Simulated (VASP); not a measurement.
# Bi2TePd2 (R-3m) in VASP: notebook, part 2 of 2

VASP 6.6.1.

**4. Single point, PBE**

This run uses another cell than the first one, of 25.66 Å³/atom.

The input, INCAR:

```
SYSTEM = Bi2TePd2
  PREC = Accurate
  ENCUT = 500
  EDIFF = 1E-6
  ISMEAR = 1
  SIGMA = 0.0135
  LREAL = .False.
  LASPH = .True.
  NELM = 120
  ALGO = Normal
  ISIF = 2
  LWAVE = .False.
  LCHARG = .False.
  GGA = PE
  NBANDS = 36
  GGA_COMPAT = .False.
```

The input, KPOINTS:

```
Automatic mesh
0
Gamma
  5 5 5
  0 0 0
```

The input, POSCAR:

```
Bi2TePd2
1.0
    4.3458363348      0.0000003172      0.0000000789
   -2.1729184421      3.7636045080     -0.0000000394
   -2.1729184014      1.2545347303      7.8434201651
Bi Pd Te
2 2 1
Direct
    0.4240588505      0.5759411495      0.2721765515
    0.5759411495      0.4240588505      0.7278234485
    0.1867782810      0.8132217190      0.5603348430
    0.8132217190      0.1867782810      0.4396651570
    0.0000000000      0.0000000000      0.0000000000
```

Potentials or basis: VASP PAW PBE potentials, release 64 (Bi_d, Pd, Te).

Run with:

```
cat potpaw_PBE.64/Bi_d/POTCAR potpaw_PBE.64/Pd/POTCAR potpaw_PBE.64/Te/POTCAR > POTCAR
mpirun -np 1 vasp_std > vasp.out
```

OUTCAR:

```text
SYSTEM = Bi2TePd2
   PREC = Accurate
   ENCUT = 500
   EDIFF = 1E-6
   ISMEAR = 1
   LREAL = .False.
   LASPH = .True.
   NELM = 120
   ISIF = 2
   GGA = PE

 ion  position               nearest neighbor table
   1  0.424  0.576  0.272-   4 2.83   4 2.83   4 2.83   5 3.29   5 3.29   5 3.29   3 3.38   3 3.38
                             3 3.38   2 3.57
   2  0.576  0.424  0.728-   3 2.83   3 2.83   3 2.83   5 3.29   5 3.29   5 3.29   4 3.38   4 3.38
                             4 3.38   1 3.57
   3  0.187  0.813  0.560-   4 2.68   4 2.68   4 2.68   2 2.83   2 2.83   2 2.83   1 3.38   1 3.38
                             1 3.38
   4  0.813  0.187  0.440-   3 2.68   3 2.68   3 2.68   1 2.83   1 2.83   1 2.83   2 3.38   2 3.38
                             2 3.38
   5  0.000  0.000  0.000-   1 3.29   2 3.29   2 3.29   1 3.29   2 3.29   1 3.29

  LATTYP: Found a trigonal (rhomboedric) cell.
 ALAT       =     8.2349664027
 COS(alpha) =     0.8607506828

  Lattice vectors:

 A1 = (   0.0000000407,  -2.5090697777,   7.8434202045)
 A2 = (   2.1729179334,   1.2545350475,   7.8434202440)
 A3 = (  -2.1729184014,   1.2545347303,   7.8434201651)

Analysis of symmetry for initial positions (statically):
=====================================================================
 Subroutine PRICEL returns:
 Original cell was already a primitive cell.

 Routine SETGRP: Setting up the symmetry group for a
 trigonal (rhombohedral) supercell.

 Subroutine GETGRP returns: Found 12 space group operations
 (whereof 12 operations were pure point group operations)
 out of a pool of 12 trial point group operations.

The static configuration has the point symmetry D_3d.

Analysis of symmetry for dynamics (positions and initial velocities):
=====================================================================
 Subroutine PRICEL returns:
 Original cell was already a primitive cell.

 Routine SETGRP: Setting up the symmetry group for a
 trigonal (rhombohedral) supercell.

 Subroutine GETGRP returns: Found 12 space group operations
 (whereof 12 operations were pure point group operations)
 out of a pool of 12 trial point group operations.

The dynamic configuration has the point symmetry D_3d.

 Subroutine INISYM returns: Found 12 space group operations
 (whereof 12 operations are pure point group operations),
 and found     1 'primitive' translations

----------------------------------------------------------------------------------------

                                     Primitive cell

  volume of cell :     128.2871

  direct lattice vectors                    reciprocal lattice vectors
     4.345836335  0.000000317  0.000000079     0.230105296  0.132851377  0.042498471
    -2.172918442  3.763604508 -0.000000039    -0.000000019  0.265702721 -0.042498467
    -2.172918401  1.254534730  7.843420165    -0.000000002 -0.000000000  0.127495400

  length of vectors
     4.345836335  4.345836335  8.234966403     0.269080017  0.269080017  0.127495400

  position of ions in fractional coordinates (direct lattice)
     0.424058851  0.575941149  0.272176552
     0.575941149  0.424058851  0.727823448
     0.186778281  0.813221719  0.560334843
     0.813221719  0.186778281  0.439665157
     0.000000000  0.000000000  0.000000000

  ion indices of the primitive-cell ions
   primitive index   ion index
[... 31 lines left out ...]

 Following reciprocal coordinates:
            Coordinates               Weight
  0.000000  0.000000  0.000000      1.000000
  0.200000 -0.000000  0.000000      6.000000
  0.400000 -0.000000  0.000000      6.000000
  0.200000  0.200000  0.000000      6.000000
  0.400000  0.200000  0.000000     12.000000
 -0.400000  0.200000 -0.000000     12.000000
[... 11 lines left out ...]
  0.000000 -0.000000  0.400000      2.000000
  0.200000 -0.000000  0.400000      6.000000
   k-points           NKPTS =     19   k-points in BZ     NKDIM =     19   number of bands    NBANDS=     36
   number of dos      NEDOS =    301   number of ions     NIONS =      5
   total plane-waves  NPLWV =  61440
   dimension x,y,z NGX =    32 NGY =   32 NGZ =   60
   dimension x,y,z NGXF=    64 NGYF=   64 NGZF=  120
   ions per type =               2   2   1
   NGX,Y,Z   is equivalent  to a cutoff of  12.24, 12.24, 12.11 a.u.
   NGXF,Y,Z  is equivalent  to a cutoff of  24.48, 24.48, 24.23 a.u.
 SYSTEM =  Bi2TePd2
   PREC   = accura    normal or accurate (medium, high low for compatibility)
   ISTART =      0    job   : 0-new  1-cont  2-samecut
   ICHARG =      2    charge: 1-file 2-atom 10-const
   ISPIN  =      1    spin polarized calculation?
   LNONCOLLINEAR =      F non collinear calculations
   LSORBIT =      F    spin-orbit coupling
   LASPH  =      T    aspherical Exc in radial PAW
   ENCUT  =  500.0 eV  36.75 Ry    6.06 a.u.   7.92  7.92 15.01*2*pi/ulx,y,z
   NELM   =    120;   NELMIN=  2; NELMDL= -5     # of ELM steps
   EDIFF  = 0.1E-05   stopping-criterion for ELM
   LREAL  =      F    real-space projection
   EDIFFG = 0.1E-04   stopping-criterion for IOM
   NSW    =      0    number of steps for IOM
   IBRION =     -1    ionic relax: 0-MD 1-quasi-New 2-CG
   NFREE  =      0    steps in history (QN), initial steepest desc. (CG)
   ISIF   =      2    stress and relaxation
   ISYM   =      2    0-nonsym 1-usesym 2-fastsym
   POTIM  = 0.5000    time-step for ionic-motion
   TEBEG  =    0.0;   TEEND  =   0.0 temperature during run
   PSTRESS=    0.0 pullay stress
   NELECT =      56.0000    total number of electrons
   NUPDOWN=      -1.0000    fix difference up-down
   EMIN   =  10.00;   EMAX   =-10.00  energy-range for DOS
   EFERMI =   0.00;   METHOD = LEGACY
   ISMEAR =     1;   SIGMA  =   0.01  broadening in eV -4-tet -1-fermi 0-gaus
   EFERMI_NEDOS =   21; number of points for ismear=-14 and -15
   IALGO  =     38    algorithm
   IMIX   =      4    mixing-type and parameters
     AMIX     =   0.40;   BMIX     =  1.00
     AMIX_MAG =   1.60;   BMIX_MAG =  1.00
  volume/ion in A,a.u.               =      25.66       173.14
  Fermi-wavevector in a.u.,A,eV,Ry     =   1.241871  2.346796 20.983505  1.542244
  Thomas-Fermi vector in A             =   2.376250
   LORBIT       =      0    0 simple, 1 ext, 2 COOP (PROOUT), +10 PAW based schemes
   GGA     = PE    functional components
   LHFCALC =     F    Hartree Fock is set to
   AEXX    =    0.0000 exact exchange contribution
   IVDW    =     0    specifies the selected vdW correction
   LEPSILON=     F    determine dielectric tensor
   LRPA    =     F    only Hartree local field effects (RPA)
 non-spin polarized calculation
 Methfessel and Paxton  Order N= 1 SIGMA  =   0.01
  energy-cutoff  :      500.00
  volume of cell :      128.29
 maximum number of plane-waves:      3268
   NGX = 15   NGY = 15   NGZ = 31

 number of electron      56.0000002 magnetization

 Free energy of the ion-electron system (eV)
  ---------------------------------------------------
  ext. energy  EPLUGINS =         0.00000000
  ---------------------------------------------------
  free energy    TOTEN  =       -22.07808110 eV

  energy without entropy =      -22.07798763  energy(sigma->0) =      -22.07804994

 E-fermi :   7.4984     XC(G=0): -10.5068

 val. band max:        7.4925341854   @ k =   0.2000  -0.0000   0.0000
 cond. band min:       7.5612025334   @ k =  -0.4000   0.2000  -0.0000
 fundamental gap:      0.0686683480
 Fermi energy:         7.4984286481

 k-point     1 :       0.0000    0.0000    0.0000
  band No.  band energies     occupation
      1     -15.5016      2.00000
      2     -15.4767      2.00000
      3     -15.4766      2.00000
      4     -15.4610      2.00000
      5     -15.4610      2.00000
      6     -15.4419      2.00000
[... 730 lines left out ...]
     35      13.2859      0.00000
     36      13.4940      0.00000

------------------------ aborting loop because EDIFF is reached ----------------------------------------

  FORCE on cell =-STRESS in cart. coord.  units (eV):
  Direction    XX          YY          ZZ          XY          YZ          ZX
  --------------------------------------------------------------------------------------
  -------------------------------------------------------------------------------------
  Total       -0.0198428     -0.0198428     -0.0127474     -0.0000000     -0.0000000     -0.0000000
  in kB       -0.2478162     -0.2478162     -0.1592024     -0.0000000     -0.0000000     -0.0000000
  external PRESSURE =      -0.2182783 kB  Pullay stress =       0.0000000 kB

 VOLUME and BASIS-vectors are now :
 -----------------------------------------------------------------------------
  energy-cutoff  :      500.00
  volume of cell :      128.29
      direct lattice vectors                 reciprocal lattice vectors
     4.345836335  0.000000317  0.000000079     0.230105296  0.132851377  0.042498471
    -2.172918442  3.763604508 -0.000000039    -0.000000019  0.265702721 -0.042498467
    -2.172918401  1.254534730  7.843420165    -0.000000002 -0.000000000  0.127495400

 POSITION                                       TOTAL-FORCE (eV/Angst)
 -----------------------------------------------------------------------------------
     -0.00000      2.50907      2.13480         0.000000     -0.000000     -0.007934
     -0.00000      2.50907      5.70863        -0.000000      0.000000      0.007934
     -2.17292      3.76360      4.39494         0.000000     -0.000000     -0.016806
      2.17292      1.25454      3.44848        -0.000000      0.000000      0.016806
      0.00000      0.00000      0.00000         0.000000      0.000000      0.000000
 -----------------------------------------------------------------------------------
    total drift:                                0.000000      0.000000     -0.000000

  FREE ENERGIE OF THE ION-ELECTRON SYSTEM (eV)
  ---------------------------------------------------
  free  energy   TOTEN  =       -22.0780811005 eV

  energy  without entropy=      -22.0779876321  energy(sigma->0) =      -22.07804994
```

Run time: 40 s. Hardware: 1 thread of Intel Xeon 6975P-C (Granite Rapids), shared host; peak memory 0.28 GiB.

Results:

| Quantity | Value |
| --- | --- |
| Free energy | -22.0781 eV |
| Pressure | 0.0 GPa |
| Largest force | 0.017 eV/Å |
| Band gap on the k mesh | zero (bands 28 and 29 overlap by 2.12 eV) |

Forces on the atoms (eV/Å):
```
Bi   0.000  0.000 -0.008
Bi   0.000  0.000  0.008
Pd   0.000  0.000 -0.017
Pd   0.000  0.000  0.017
Te   0.000  0.000  0.000
```

Caveat: spin-orbit coupling is left out, which moves the levels of the heavy elements.

**5. Overview**

| level | cell | smearing | gap on the mesh (eV) | pressure (GPa) | largest force (eV/Å) |
| --- | --- | --- | --- | --- | --- |
| PBE+D3(BJ) | a = 4.287, b = 4.287, c = 8.137 Å, angles 74.7, 105.3, 120.0°, 5 atoms, atomic positions A | methfessel-paxton 0.05 eV | none | -0.5 | 0.03 |
| PBE+D3(BJ) | a = 3.955, b = 3.955, c = 9.461 Å, angles 77.9, 102.1, 120.0°, 5 atoms, atomic positions B | methfessel-paxton 0.05 eV | none | 6.3 | 3.31 |
| PBE | a = 4.346, b = 4.346, c = 8.235 Å, angles 74.7, 105.3, 120.0°, 5 atoms, atomic positions C | methfessel-paxton 0.0135 eV | none | 0.0 | 0.02 |

Alike in all rows: task single point; potentials or basis VASP PAW PBE potentials, release 64 (Bi_d, Pd, Te); no spin polarisation; k mesh 5 × 5 × 5; cutoff (eV) 500.

Caveats: some runs use coarse meshes; spin-orbit coupling is left out, which moves the levels of the heavy elements; three body term missing (at least some runs); forces of over 1 eV/Å act on the atoms, so gaps and moduli don't describe the material at rest (at least some runs).

Absolute energies hang on the potentials; compare differences alone.
